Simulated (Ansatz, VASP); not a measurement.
## TaC: VASP beside Ansatz

INCAR

```
SYSTEM = TaC
  PREC = Accurate
  ENCUT = 600
  EDIFF = 1E-6
  ISMEAR = -1
  SIGMA = 0.1
  LREAL = .FALSE.
  LASPH = .TRUE.
  NELM = 120
  ALGO = Normal
  ISIF = 2
  LWAVE = .FALSE.
  LCHARG = .FALSE.
  GGA = PS
  IVDW = 12
  NBANDS = 14
  GGA_COMPAT = .FALSE.
```

Contents of KPOINTS:

```
Automatic mesh
0
G
  7 7 7
  0 0 0
```

POSCAR

```
TaC
1.0
    0.0000000000      2.2230000000      2.2230000000
    2.2230000000      0.0000000000      2.2230000000
    2.2230000000      2.2230000000      0.0000000000
Ta C
1 1
Direct
    0.0000000000      0.0000000000      0.0000000000
    0.5000000000      0.5000000000      0.5000000000
```

Input for Ansatz:

```yaml
crystal:
  lattice:
    - [0.0, 2.223, 2.223]
    - [2.223, 0.0, 2.223]
    - [2.223, 2.223, 0.0]
  atoms:
    - { symbol: Ta, position: [0.0, 0.0, 0.0] }
    - { symbol: C, position: [0.5, 0.5, 0.5] }
basis:
  ecutwfc: 462.593566181796
kpoints:
  mp_grid:
    grid: [7, 7, 7]
hamiltonian:
  xc: pbesol
  dispersion: d3bj
scf:
  occupations:
    method: fermi_dirac
    width: 0.1
output:
  stress: true
```

Alike in both runs: task single point; functional PBEsol; dispersion D3(BJ); k mesh 7 × 7 × 7; occupations fermi-dirac, width 0.1 eV; no spin polarisation.

|  | VASP | Ansatz |
| --- | --- | --- |
| version | VASP 6.6.1 | Ansatz 0.2.0 |
| potentials or method | VASP PAW PBE potentials, release 64 (Ta_pv, C), cutoff 600 eV | plane waves, PAW |
| valence electrons in the cell | 15 | 17 |

```csv
,VASP,Ansatz,Ansatz less VASP
pressure (GPa),-7.5,-8.3,-0.79
```

VASP's potentials were made for PBE, not for PBEsol. VASP's potentials hold 15 valence electrons a cell and Ansatz's 17, so a difference there can come from the potentials and not from the codes.

Neither program's run includes spin-orbit coupling.
